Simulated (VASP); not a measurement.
# CdSe (Cadmoselite) (P6_3mc) in VASP: a series of runs, part 3 of 3

VASP 6.6.1.

## Step 4: Single point, HF

This run uses another cell than the first one, of 28.10 Å³/atom, 0.962 times its volume.

The input, POSCAR:

```
CdSe
1.0
    4.3000000000      0.0000000000      0.0000000000
   -2.1500000000      3.7239092363      0.0000000000
    0.0000000000      0.0000000000      7.0200000000
Cd Se
2 2
Direct
    0.6666666667      0.3333333333      0.5000000000
    0.3333333333      0.6666666667      0.0000000000
    0.6666666667      0.3333333333      0.8850000000
    0.3333333333      0.6666666667      0.3850000000
```

The input, INCAR.step1:

```
ALGO = Normal
EDIFF = 1E-5
ENCUT = 520
GGA = PE
ISIF = 2
ISMEAR = -1
LASPH = T
LCHARG = F
LREAL = F
LWAVE = T
NBANDS = 26
NELM = 60
PREC = Accurate
SIGMA = 0.05
```

The input, INCAR.step2:

```
AEXX = 1.0
AGGAC = 0.0
ALDAC = 0.0
ALGO = Normal
EDIFF = 1E-6
ENCUT = 520
GGA = PE
ISIF = 2
ISMEAR = -1
ISTART = 1
LASPH = T
LCHARG = F
LHFCALC = T
LREAL = F
LWAVE = F
NBANDS = 26
NELM = 60
PREC = Accurate
PRECFOCK = Normal
SIGMA = 0.05
```

The input, KPOINTS:

```
k-points
0
Gamma
  4 4 2
```

Potentials or basis: VASP PAW PBE potentials, release 64 (Cd, Se).

On the command line:

```console
cat potpaw_PBE.64/Cd/POTCAR potpaw_PBE.64/Se/POTCAR > POTCAR
cp INCAR.step1 INCAR
mpirun -np 1 vasp_std > vasp.out
cp INCAR.step2 INCAR
mpirun -np 1 vasp_std > vasp.out
```

OUTCAR:

```text
AEXX = 1.0
   EDIFF = 1E-6
   ENCUT = 520
   GGA = PE
   ISIF = 2
   ISMEAR = -1
   ISTART = 1
   LASPH = T
   LHFCALC = T
   LREAL = F
   NELM = 60
   PREC = Accurate
   PRECFOCK = Normal

 ion  position               nearest neighbor table
   1  0.667  0.333  0.500-   4 2.61   4 2.61   4 2.61   3 2.70
   2  0.333  0.667  0.000-   3 2.61   3 2.61   3 2.61   4 2.70
   3  0.667  0.333  0.885-   2 2.61   2 2.61   2 2.61   1 2.70
   4  0.333  0.667  0.385-   1 2.61   1 2.61   1 2.61   2 2.70

  LATTYP: Found a hexagonal cell.
 ALAT       =     4.3000000000
 C/A-ratio  =     1.6325581395

  Lattice vectors:

 A1 = (   4.3000000000,   0.0000000000,   0.0000000000)
 A2 = (  -2.1500000000,   3.7239092363,   0.0000000000)
 A3 = (   0.0000000000,   0.0000000000,   7.0200000000)

Analysis of symmetry for initial positions (statically):
=====================================================================
 Subroutine PRICEL returns:
 Original cell was already a primitive cell.

 Routine SETGRP: Setting up the symmetry group for a
 hexagonal supercell.

 Subroutine GETGRP returns: Found 12 space group operations
 (whereof  6 operations were pure point group operations)
 out of a pool of 24 trial point group operations.

The static configuration has the point symmetry C_3v.
 The point group associated with its full space group is C_6v.

Analysis of symmetry for dynamics (positions and initial velocities):
=====================================================================
 Subroutine PRICEL returns:
 Original cell was already a primitive cell.

 Routine SETGRP: Setting up the symmetry group for a
 hexagonal supercell.

[... 114 lines left out ...]
  Fermi-wavevector in a.u.,A,eV,Ry     =   1.120059  2.116604 17.068937  1.254531
  Thomas-Fermi vector in A             =   2.256702
   LORBIT       =      0    0 simple, 1 ext, 2 COOP (PROOUT), +10 PAW based schemes
   GGA     = PE    functional components
   LHFCALC =     T    Hartree Fock is set to
   PRECFOCK=normal    Normal, Fast or Accurate (Low or Medium for compatibility)
   ENCUT4O =  -1.0   cutoff for four orbital integrals eV
   NKREDX  =     1    reduce k-point grid by
   NKREDY  =     1    reduce k-point grid by
   NKREDZ  =     1    reduce k-point grid by
   AEXX    =    1.0000 exact exchange contribution
   HFSCREEN=    0.0000 screening length (either q_TF or 0.3 A-1)
   HFSCREENC=   0.0000 screening length for correlation (either q_TF or 0.3 A-1)
   ENCUTFOCK=  -1.0 apply spherical cutoff to Coloumb kernel
   IVDW    =     0    specifies the selected vdW correction
   LEPSILON=     F    determine dielectric tensor
   LRPA    =     F    only Hartree local field effects (RPA)
 non-spin polarized calculation
  energy-cutoff  :      520.00
  volume of cell :      112.41
 maximum number of plane-waves:      3042
 NGX is ok and might be reduce to    32
  NGX = 24; NGY = 24; NGZ = 40

 number of electron      35.9999998 magnetization

 Free energy of the ion-electron system (eV)
  ---------------------------------------------------
  ext. energy  EPLUGINS =         0.00000000
  ---------------------------------------------------
  free energy    TOTEN  =       -23.51276515 eV

  energy without entropy =      -23.51276515  energy(sigma->0) =      -23.51276515

 E-fermi :  -0.7235     XC(G=0):   0.0000

 val. band max:       -1.8516925381   @ k =   0.0000   0.0000   0.0000
 cond. band min:       6.0599592458   @ k =   0.0000   0.0000   0.0000
 fundamental gap:      7.9116517839
 Fermi energy:        -0.7234958679

 k-point     1 :       0.0000    0.0000    0.0000
  band No.  band energies     occupation
      1     -18.8521      2.00000
      2     -18.3855      2.00000
      3     -14.4772      2.00000
      4     -14.4772      2.00000
      5     -14.4373      2.00000
      6     -14.4156      2.00000
[... 221 lines left out ...]
     25      13.3633      0.00000
     26      13.3633      0.00000

------------------------ aborting loop because EDIFF is reached ----------------------------------------

  FORCE on cell =-STRESS in cart. coord.  units (eV):
  Direction    XX          YY          ZZ          XY          YZ          ZX
  --------------------------------------------------------------------------------------
  -------------------------------------------------------------------------------------
  Total        4.7525327      4.7525327      2.9180533      0.0000000      0.0000000      0.0000000
  in kB       67.7377933     67.7377933     41.5909794      0.0000000      0.0000000      0.0000000
  external PRESSURE =      59.0221887 kB  Pullay stress =       0.0000000 kB

 VOLUME and BASIS-vectors are now :
 -----------------------------------------------------------------------------
  energy-cutoff  :      520.00
  volume of cell :      112.41
      direct lattice vectors                 reciprocal lattice vectors
     4.300000000  0.000000000  0.000000000     0.232558140  0.134267504  0.000000000
    -2.150000000  3.723909236  0.000000000     0.000000000  0.268535009  0.000000000
     0.000000000  0.000000000  7.020000000     0.000000000  0.000000000  0.142450142

 POSITION                                       TOTAL-FORCE (eV/Angst)
 -----------------------------------------------------------------------------------
      2.15000      1.24130      3.51000         0.000000     -0.000000      0.325187
     -0.00000      2.48261      0.00000        -0.000000      0.000000      0.325187
      2.15000      1.24130      6.21270         0.000000      0.000000     -0.325187
     -0.00000      2.48261      2.70270        -0.000000     -0.000000     -0.325187
 -----------------------------------------------------------------------------------
    total drift:                               -0.000000     -0.000000      0.000135

  FREE ENERGIE OF THE ION-ELECTRON SYSTEM (eV)
  ---------------------------------------------------
  free  energy   TOTEN  =       -23.5127651475 eV

  energy  without entropy=      -23.5127651474  energy(sigma->0) =      -23.51276515
```

OUTCAR.step1:

```text
EDIFF = 1E-5
   ENCUT = 520
   GGA = PE
   ISIF = 2
[... 445 lines left out ...]
      2.15000      1.24130      3.51000         0.000000      0.000000      0.306893
     -0.00000      2.48261      0.00000        -0.000000     -0.000000      0.306893
      2.15000      1.24130      6.21270        -0.000000     -0.000000     -0.306893
     -0.00000      2.48261      2.70270        -0.000000     -0.000000     -0.306893
 -----------------------------------------------------------------------------------
    total drift:                               -0.000000     -0.000000      0.000194

  FREE ENERGIE OF THE ION-ELECTRON SYSTEM (eV)
  ---------------------------------------------------
  free  energy   TOTEN  =       -10.8502128436 eV

  energy  without entropy=      -10.8501319634  energy(sigma->0) =      -10.85017240
```

Run time: 18 min. Hardware: 1 thread of Intel Xeon 6975P-C (Granite Rapids), shared host; peak memory 0.25 GiB.

What came out:

```yaml
Free_energy: -23.5128 eV
Pressure: 5.9 GPa
Largest_force: 0.325 eV/Å
Band_gap_on_the_k_mesh: 7.91 eV, direct
```

Forces in eV/Å, atoms in the order of the input:
```
Cd   0.000  0.000  0.325
Cd   0.000  0.000  0.325
Se   0.000  0.000 -0.325
Se   0.000  0.000 -0.325
```

Levels at points of the mesh, in eV from the valence-band top:
```
           k point  band 14  band 15  band 16  band 17  band 18  band 19  band 20  band 21  band 22  band 23
(0.00, 0.00, 0.00)    -0.91    -0.91     0.00     0.00     0.00     7.91     9.46    13.32    13.32    13.69
(0.50, 0.00, 0.00)    -4.48    -3.21    -2.34    -1.51    -1.03    10.27    10.67    11.50    14.00    14.14
(0.00, 0.00, 0.50)    -2.98    -0.48    -0.48    -0.48    -0.48     9.67     9.67    13.23    13.23    13.71
(0.50, 0.00, 0.50)    -5.26    -1.73    -1.73    -1.59    -1.59     9.98     9.98    12.02    12.02    15.49
```

Caveat: the k points lie up to 0.45 Å⁻¹ apart; the PAW data sets were made with another functional, which shifts forces and pressure a little.

## Step 5: Single point, PBE-based global hybrid

This run uses another cell than the first one, of 28.10 Å³/atom, 0.962 times its volume.

POSCAR is that of step 4.

The input, INCAR.step1:

```
SYSTEM = CdSe
PREC = Accurate ; ENCUT = 520
EDIFF = 1E-5 ; ISMEAR = -1
SIGMA = 0.05 ; LREAL = .False.
LASPH = .True. ; NELM = 100
ALGO = Normal ; ISIF = 2
LWAVE = .True. ; LCHARG = .False.
NBANDS = 26 ; GGA = PE
```

The input, INCAR.step2:

```
SYSTEM = CdSe
PREC = Accurate ; ENCUT = 520
EDIFF = 1E-7 ; ISMEAR = -1
SIGMA = 0.05 ; LREAL = .False.
LASPH = .True. ; NELM = 100
ALGO = Normal ; ISIF = 2
LWAVE = .False. ; LCHARG = .False.
GGA = PE ; LHFCALC = .True.
AEXX = 0.15 ; PRECFOCK = Normal
NBANDS = 26 ; ISTART = 1
```

The input, KPOINTS:

```
Automatic mesh
0
Gamma
  4 4 2
  0 0 0
```

On the command line:

```console
cat potpaw_PBE.64/Cd/POTCAR potpaw_PBE.64/Se/POTCAR > POTCAR
cp INCAR.step1 INCAR
mpirun -np 1 vasp_std > vasp.out
cp INCAR.step2 INCAR
mpirun -np 1 vasp_std > vasp.out
```

It took 7.7 min on 1 thread of Intel Xeon 6975P-C (Granite Rapids), shared host; peak memory 0.25 GiB.

The run converged. Its results:

| Item | Value |
| --- | --- |
| Free energy | -13.1672 eV |
| Pressure | 2.5 GPa |
| Largest force | 0.303 eV/Å |
| Band gap on the k mesh | 1.67 eV, direct |

Forces in eV/Å, atoms in the order of the input:
```
Cd   0.000  0.000  0.303
Cd   0.000  0.000  0.303
Se   0.000  0.000 -0.303
Se   0.000  0.000 -0.303
```

Stress tensor (GPa, compression positive):
```
3.25 0.00 0.00
0.00 3.25 0.00
0.00 0.00 0.90
```

Levels at points of the mesh, in eV from the valence-band top:
| k point | band 14 | band 15 | band 16 | band 17 | band 18 | band 19 | band 20 | band 21 | band 22 | band 23 |
| --- | --- | --- | --- | --- | --- | --- | --- | --- | --- | --- |
| (0.00, 0.00, 0.00) | -0.76 | -0.76 | 0.00 | 0.00 | 0.00 | 1.67 | 3.13 | 6.93 | 6.93 | 7.21 |
| (0.50, 0.00, 0.00) | -3.88 | -2.70 | -1.95 | -1.30 | -0.87 | 4.27 | 4.28 | 5.76 | 7.30 | 7.70 |
| (0.00, 0.00, 0.50) | -2.66 | -0.40 | -0.40 | -0.40 | -0.40 | 3.35 | 3.35 | 6.88 | 6.88 | 7.31 |
| (0.50, 0.00, 0.50) | -4.45 | -1.45 | -1.45 | -1.35 | -1.35 | 3.97 | 3.97 | 5.80 | 5.80 | 8.89 |

Caveat: the k points lie up to 0.45 Å⁻¹ apart; the PAW data sets were made with another functional, which shifts forces and pressure a little.

## Step 6: Summary

```csv
task,level,cell,k mesh,cutoff (eV),grid for exact exchange (PRECFOCK),share of exact exchange,gap on the mesh (eV),pressure (GPa),largest force (eV/Å)
single point,PBEsol,"a = 4.357, b = 4.357, c = 7.112 Å, angles 90.0, 90.0, 120.0°, 4 atoms",7 × 7 × 4,520,-,-,0.50,-1.4,0.24
relaxation of cell and atoms,BLYP,"relaxed from a = 4.300, b = 4.300, c = 7.020 Å, angles 90.0, 90.0, 120.0°, 4 atoms",7 × 7 × 4,600,-,-,0.33,0.0,-
single point,HF,"a = 4.300, b = 4.300, c = 7.020 Å, angles 90.0, 90.0, 120.0°, 4 atoms",4 × 4 × 2,520,Normal,-,7.91,5.9,0.33
single point,PBE-based global hybrid,"a = 4.300, b = 4.300, c = 7.020 Å, angles 90.0, 90.0, 120.0°, 4 atoms",4 × 4 × 2,520,Normal,0.15,1.67,2.5,0.30
```

Alike in all rows: potentials or basis VASP PAW PBE potentials, release 64 (Cd, Se); no spin polarisation; smearing fermi-dirac 0.05 eV.

Caveats: some runs use coarse meshes; the PAW data sets were made with another functional, which shifts forces and pressure a little; the volume moved by +13 % from the deposited cell, more than functionals usually miss (some runs).

Absolute energies hang on the potentials; compare differences alone.
